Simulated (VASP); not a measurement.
Here is a VASP 6.6.1 calculation.

INCAR

```
SYSTEM = Si
  ALGO = Normal
  EDIFF = 1E-7
  EDIFFG = -0.005
  ENCUT = 600
  GGA = PS
  IBRION = 2
  ISIF = 3
  ISMEAR = -1
  LASPH = .True.
  LCHARG = .False.
  LREAL = .False.
  LWAVE = .False.
  NELM = 100
  NSW = 32
  PREC = Accurate
  PSTRESS = -12.0
  SIGMA = 0.08
```

Contents of KPOINTS:

```
k-points
0
Gamma
  15 15 15
  0 0 0
```

File POSCAR:

```
Si
1.0
    2.5208086633      0.0000000000      0.0000000000
    0.0000000000      2.5208086633      0.0000000000
    0.0000000000      0.0000000000      2.5208086633
Si
1
Direct
    0.0000000000      0.0000000000      0.0000000000
```

Potentials or basis: VASP PAW PBE potentials, release 64 (Si).

Launch:

```console
$ cat potpaw_PBE.64/Si/POTCAR > POTCAR
$ mpirun -np 1 vasp_std > vasp.out
```

Question: Predict the space group after relaxing (to 0.05 Å).

Answer: Pm-3m (No. 221).

Question: Predict the band gap on the k mesh.

Answer: Zero (band 2 reaches 15.79 eV, above the bottom of band 3 at 6.06 eV).

Final structure:
```
CELL_PARAMETERS angstrom
2.52196 0.00000 0.00000
0.00000 2.52196 0.00000
0.00000 0.00000 2.52196
ATOMIC_POSITIONS crystal
Si 0.00000 0.00000 0.00000
```

Caveat: the cell is relaxed towards a set pressure, so the enthalpy falls and the energy may rise.
